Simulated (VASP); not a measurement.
Runs of VASP 6.6.1 on CdS. The structure is that of space group F-43m (No. 216), or close to it. The cells are those of the table. 

| task | level | cell | cutoff (eV) | gap on the mesh (eV) | pressure (GPa) |
| --- | --- | --- | --- | --- | --- |
| relaxation of cell and atoms | PBE | relaxed from a = 4.115 Å, angles 60.0°, 2 atoms | 600 | (b) | 0.0 |
| single point | PBEsol | a = 4.000 Å, angles 60.0°, 2 atoms | 520 | 1.19 | 7.2 |
| single point | PBE | a = 4.190 Å, angles 60.0°, 2 atoms | 520 | 1.04 | 0.3 |
| single point | PBE | a = 4.003 Å, angles 60.0°, 2 atoms | 520 | 1.34 | (a) |
| single point | PBE | a = 3.986, b = 3.999, c = 3.961 Å, angles 60.1, 59.1, 59.5°, 2 atoms | 520 | 1.34 | (c) |
| single point | PBE | a = 4.310 Å, angles 60.0°, 2 atoms | 520 | 0.85 | -3.5 |

Alike in all rows: potentials or basis VASP PAW PBE potentials, release 64 (Cd, S); no spin polarisation; k mesh 8 × 8 × 8; smearing gaussian 0.02 eV.

Question: Estimate the missing entries.

Answer: (a) 10.6; (b) 1.03; (c) 13.3.

Caveats: the PAW data sets were made with another functional, which shifts forces and pressure a little (some runs).

A k mesh can miss the band edges, and the runs leave out spin-orbit coupling on Cd.
